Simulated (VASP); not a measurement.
Set up this calculation in VASP 6.6.1, as the native input.

```yaml
Task: relaxation of cell and atoms
Functional: PBE
Potentials_or_basis: VASP PAW PBE potentials, release 64 (H, Se)
Cutoff: 600 eV
k_mesh: 18 × 18 × 18
Occupations: gaussian, width 0.1 eV
Spin: no spin polarisation
Dipole_correction: no
Further_INCAR_settings: ALGO = Normal; EDIFF = 1e-07; IBRION = 2; EDIFFG = -0.01; NSW = 100; ISIF = 3
```

The structure of H2Se lies in POSCAR:

```
H2Se
1.0
    3.5535597676      0.0000000000      0.0000000000
   -1.7767798838      3.0774730326      0.0000000000
    0.0000000000      0.0000000000      2.5407978671
H Se
2 1
Direct
    0.3333333333      0.6666666667      0.5000000000
    0.6666666667      0.3333333333      0.5000000000
    0.0000000000      0.0000000000      0.0000000000
```

These files were run (other wordings do the same):

INCAR

```
SYSTEM = H2Se
PREC = Accurate ; ENCUT = 600
EDIFF = 1E-7 ; ISMEAR = 0
SIGMA = 0.1 ; LREAL = .FALSE.
LASPH = .TRUE. ; NELM = 60
ALGO = Normal ; ISIF = 3
LWAVE = .FALSE. ; LCHARG = .FALSE.
GGA = PE ; IBRION = 2
NSW = 100 ; EDIFFG = -0.01
```

KPOINTS

```
regular mesh
0
G
  18 18 18
  0 0 0
```

Potentials or basis: VASP PAW PBE potentials, release 64 (H, Se).

Launch:

```bash
$ cat potpaw_PBE.64/H/POTCAR potpaw_PBE.64/Se/POTCAR > POTCAR
$ mpirun -np 1 vasp_std > vasp.out
```

Results of the run:

* Relaxed volume: 8.80 Å³/atom
* Relaxed cell: a = 3.274 Å, b = 3.274 Å, c = 2.844 Å, α = 90.00°, β = 90.00°, γ = 120.00°
* Space group after relaxing (to 0.05 Å): P6/mmm (No. 191)
* Energy gained by relaxing: 50.7 meV/atom
* Ionic steps: 9
* Pressure after relaxing: 0.0 GPa
* Band gap on the k mesh: zero (band 4 reaches 7.67 eV, above the bottom of band 5 at 1.81 eV)

It took 11 min on 1 thread of Oxide Virtual Turin-like Processor, with other jobs on the host, peak memory 0.21 GiB.
